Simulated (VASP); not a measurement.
A run of VASP 6.6.1:

File INCAR:

```
SYSTEM = SbPb
  PREC = Accurate
  ENCUT = 520
  EDIFF = 1E-6
  ISMEAR = 1
  SIGMA = 0.1
  LREAL = .False.
  LASPH = .True.
  NELM = 100
  ALGO = Normal
  ISIF = 2
  LWAVE = .False.
  LCHARG = .False.
  GGA = PS
  NBANDS = 16
```

The input KPOINTS:

```
Automatic mesh
0
Gamma
  10 10 10
  0 0 0
```

Contents of POSCAR:

```
SbPb
1.0
    0.0000000000      3.2086616450      3.1612430000
    3.2086616450      0.0000000000      3.1612430000
    3.2086616450      3.2086616450      0.0000000000
Sb Pb
1 1
Direct
    0.5000000000      0.5000000000      0.5000000000
    0.0000000000      0.0000000000      0.0000000000
```

Potentials or basis: VASP PAW PBE potentials, release 64 (Sb, Pb_d).

Command:

```bash
$ cat potpaw_PBE.64/Sb/POTCAR potpaw_PBE.64/Pb_d/POTCAR > POTCAR
$ mpirun -np 1 vasp_std > vasp.out
```

Hardware: 1 thread of Intel(R) Xeon(R) Platinum 8488C (Sapphire Rapids), on a shared host.

Q: Estimate the wall time of this run.

A: It took 60 s on 1 thread of Intel(R) Xeon(R) Platinum 8488C (Sapphire Rapids), with other jobs on the host, peak memory 0.27 GiB. Counts: scf iterations 11, k points 102.
